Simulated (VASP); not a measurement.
# BaZrO3 (Pm-3m) in VASP: single point with PBEsol

Aim: the single point of BaZrO3 with PBEsol.

Everything below comes from runs of VASP 6.6.1. Logs are shortened: lines on timing, memory, paths and dates and some standing lists are left out, and cuts for length are marked.

## 1. The cell of the first run

Symmetry: Pm-3m, No. 221, cubic system. Conventional cell: a = 4.181 Å, b = 4.181 Å, c = 4.181 Å, α = 90.00°, β = 90.00°, γ = 90.00°. Ba (site symmetry m-3m) has 12 O at 2.96 Å and 8 Zr at 3.62 Å within 3.9 Å. Zr (site symmetry m-3m) has 6 O at 2.09 Å within 2.8 Å. O (site symmetry 4/mmm) has 2 Zr at 2.09 Å within 2.8 Å.

## 2. Single point, PBEsol

Contents of INCAR:

```
SYSTEM = BaZrO3
ALGO = Normal
EDIFF = 1E-6
ENCUT = 910
GGA = PS
GGA_COMPAT = .FALSE.
ISIF = 2
ISMEAR = -1
LASPH = .TRUE.
LCHARG = .TRUE.
LELF = .TRUE.
LREAL = .FALSE.
LVHAR = .TRUE.
LWAVE = .FALSE.
NBANDS = 28
NELM = 120
PREC = Accurate
SIGMA = 0.05
```

Contents of KPOINTS:

```
k-points
0
G
  8 8 8
  0 0 0
```

Contents of POSCAR:

```
BaZrO3
1.0
    4.1806150146      0.0000000000      0.0000000000
    0.0000000000      4.1806150146      0.0000000000
    0.0000000000      0.0000000000      4.1806150146
Ba Zr O
1 1 3
Direct
    0.0000000000      0.0000000000      0.0000000000
    0.5000000000      0.5000000000      0.5000000000
    0.0000000000      0.5000000000      0.5000000000
    0.5000000000      0.0000000000      0.5000000000
    0.5000000000      0.5000000000      0.0000000000
```

Potentials or basis: VASP PAW PBE potentials, release 64 (Ba_sv, Zr_sv, O_h).

Command:

```
$ cat potpaw_PBE.64/Ba_sv/POTCAR potpaw_PBE.64/Zr_sv/POTCAR potpaw_PBE.64/O_h/POTCAR > POTCAR
$ mpirun -np 1 vasp_std > vasp.out
```

OUTCAR:

```text
SYSTEM = BaZrO3
   EDIFF = 1E-6
   ENCUT = 910
   GGA = PS
   ISIF = 2
   ISMEAR = -1
   LASPH = .TRUE.
   LREAL = .FALSE.
   NELM = 120
   PREC = Accurate

 ion  position               nearest neighbor table
   1  0.000  0.000  0.000-   3 2.96   4 2.96   5 2.96   3 2.96   4 2.96   3 2.96   5 2.96   3 2.96
                             4 2.96   5 2.96   4 2.96   5 2.96   2 3.62   2 3.62   2 3.62   2 3.62
   2  0.500  0.500  0.500-   3 2.09   4 2.09   5 2.09   5 2.09   4 2.09   3 2.09   1 3.62   1 3.62
                             1 3.62   1 3.62   1 3.62   1 3.62   1 3.62   1 3.62
   3  0.000  0.500  0.500-   2 2.09   2 2.09   1 2.96   1 2.96   1 2.96   1 2.96
   4  0.500  0.000  0.500-   2 2.09   2 2.09   1 2.96   1 2.96   1 2.96   1 2.96
   5  0.500  0.500  0.000-   2 2.09   2 2.09   1 2.96   1 2.96   1 2.96   1 2.96

  LATTYP: Found a simple cubic cell.
 ALAT       =     4.1806150146

  Lattice vectors:

 A1 = (   4.1806150146,   0.0000000000,   0.0000000000)
 A2 = (   0.0000000000,   4.1806150146,   0.0000000000)
 A3 = (   0.0000000000,   0.0000000000,   4.1806150146)

Analysis of symmetry for initial positions (statically):
=====================================================================
 Subroutine PRICEL returns:
 Original cell was already a primitive cell.

 Routine SETGRP: Setting up the symmetry group for a
 simple cubic supercell.

 Subroutine GETGRP returns: Found 48 space group operations
 (whereof 48 operations were pure point group operations)
 out of a pool of 48 trial point group operations.

The static configuration has the point symmetry O_h .

Analysis of symmetry for dynamics (positions and initial velocities):
=====================================================================
 Subroutine PRICEL returns:
 Original cell was already a primitive cell.

 Routine SETGRP: Setting up the symmetry group for a
 simple cubic supercell.

 Subroutine GETGRP returns: Found 48 space group operations
 (whereof 48 operations were pure point group operations)
 out of a pool of 48 trial point group operations.

The dynamic configuration has the point symmetry O_h .

 Subroutine INISYM returns: Found 48 space group operations
 (whereof 48 operations are pure point group operations),
 and found     1 'primitive' translations

----------------------------------------------------------------------------------------

                                     Primitive cell

[... 97 lines left out ...]
   LREAL  =      F    real-space projection
   EDIFFG = 0.1E-04   stopping-criterion for IOM
   NSW    =      0    number of steps for IOM
   IBRION =     -1    ionic relax: 0-MD 1-quasi-New 2-CG
   NFREE  =      0    steps in history (QN), initial steepest desc. (CG)
   ISIF   =      2    stress and relaxation
   ISYM   =      2    0-nonsym 1-usesym 2-fastsym
   POTIM  = 0.5000    time-step for ionic-motion
   TEBEG  =    0.0;   TEEND  =   0.0 temperature during run
   PSTRESS=    0.0 pullay stress
   NELECT =      40.0000    total number of electrons
   NUPDOWN=      -1.0000    fix difference up-down
   EMIN   =  10.00;   EMAX   =-10.00  energy-range for DOS
   EFERMI =   0.00;   METHOD = LEGACY
   ISMEAR =    -1;   SIGMA  =   0.05  broadening in eV -4-tet -1-fermi 0-gaus
   EFERMI_NEDOS =   21; number of points for ismear=-14 and -15
   IALGO  =     38    algorithm
   IMIX   =      4    mixing-type and parameters
     AMIX     =   0.40;   BMIX     =  1.00
     AMIX_MAG =   1.60;   BMIX_MAG =  1.00
  volume/ion in A,a.u.               =      14.61        98.62
  Fermi-wavevector in a.u.,A,eV,Ry     =   1.339228  2.530775 24.402494  1.793533
  Thomas-Fermi vector in A             =   2.467637
   LORBIT       =      0    0 simple, 1 ext, 2 COOP (PROOUT), +10 PAW based schemes
   GGA     = PS    functional components
   LHFCALC =     F    Hartree Fock is set to
   AEXX    =    0.0000 exact exchange contribution
   IVDW    =     0    specifies the selected vdW correction
   LEPSILON=     F    determine dielectric tensor
   LRPA    =     F    only Hartree local field effects (RPA)
 non-spin polarized calculation
  energy-cutoff  :      910.00
  volume of cell :       73.07
 maximum number of plane-waves:      4632
 NGX is ok and might be reduce to    42
   NGX = 21   NGY = 21   NGZ = 21

 number of electron      40.0000012 magnetization

 Free energy of the ion-electron system (eV)
  ---------------------------------------------------
  ext. energy  EPLUGINS =         0.00000000
  ---------------------------------------------------
  free energy    TOTEN  =       -43.64021651 eV

  energy without entropy =      -43.64021651  energy(sigma->0) =      -43.64021651

 E-fermi :   5.1465     XC(G=0): -11.0646

 val. band max:        4.0016788969   @ k =   0.5000   0.5000   0.5000
 cond. band min:       7.1291904788   @ k =   0.0000   0.0000   0.0000
 fundamental gap:      3.1275115819
 Fermi energy:         5.1465467586

 k-point     1 :       0.0000    0.0000    0.0000
  band No.  band energies     occupation
      1     -42.8216      2.00000
      2     -21.2129      2.00000
      3     -21.0430      2.00000
      4     -21.0430      2.00000
      5     -21.0430      2.00000
      6     -12.2977      2.00000
[... 733 lines left out ...]
     27      12.4787      0.00000
     28      13.1577      0.00000

 [... further k-points ...]

------------------------ aborting loop because EDIFF is reached ----------------------------------------

  FORCE on cell =-STRESS in cart. coord.  units (eV):
  Direction    XX          YY          ZZ          XY          YZ          ZX
  --------------------------------------------------------------------------------------
  -------------------------------------------------------------------------------------
  Total        0.4087011      0.4087011      0.4087011     -0.0000000      0.0000000     -0.0000000
  in kB        8.9618136      8.9618136      8.9618136     -0.0000000      0.0000000     -0.0000000
  external PRESSURE =       8.9618136 kB  Pullay stress =       0.0000000 kB

 VOLUME and BASIS-vectors are now :
 -----------------------------------------------------------------------------
  energy-cutoff  :      910.00
  volume of cell :       73.07
      direct lattice vectors                 reciprocal lattice vectors
     4.180615015  0.000000000  0.000000000     0.239199256  0.000000000  0.000000000
     0.000000000  4.180615015  0.000000000     0.000000000  0.239199256  0.000000000
     0.000000000  0.000000000  4.180615015     0.000000000  0.000000000  0.239199256

 POSITION                                       TOTAL-FORCE (eV/Angst)
 -----------------------------------------------------------------------------------
      0.00000      0.00000      0.00000         0.000000      0.000000      0.000000
      2.09031      2.09031      2.09031         0.000000      0.000000      0.000000
      0.00000      2.09031      2.09031         0.000000      0.000000      0.000000
      2.09031      0.00000      2.09031         0.000000      0.000000      0.000000
      2.09031      2.09031      0.00000         0.000000      0.000000      0.000000
 -----------------------------------------------------------------------------------
    total drift:                                0.000000     -0.000000     -0.000000

  FREE ENERGIE OF THE ION-ELECTRON SYSTEM (eV)
  ---------------------------------------------------
  free  energy   TOTEN  =       -43.6402165064 eV

  energy  without entropy=      -43.6402165064  energy(sigma->0) =      -43.64021651
```

Run time: 74 s. Hardware: 1 thread of Intel Xeon 6975P-C (Granite Rapids), shared host; peak memory 0.36 GiB.

What came out:

| Quantity | Value |
| --- | --- |
| Free energy | -43.6402 eV |
| Pressure | 0.9 GPa |
| Band gap on the k mesh | 3.13 eV (least direct gap 3.34 eV) |

Caveat: the cutoff is under 1.25 times the usual one of these potentials, so pressure, stress and relaxed cells hold a basis-set (Pulay) error; the PAW data sets were made with another functional, which shifts forces and pressure a little; spin-orbit coupling is left out, which moves the levels of the heavy elements. A k mesh can miss the band edges.
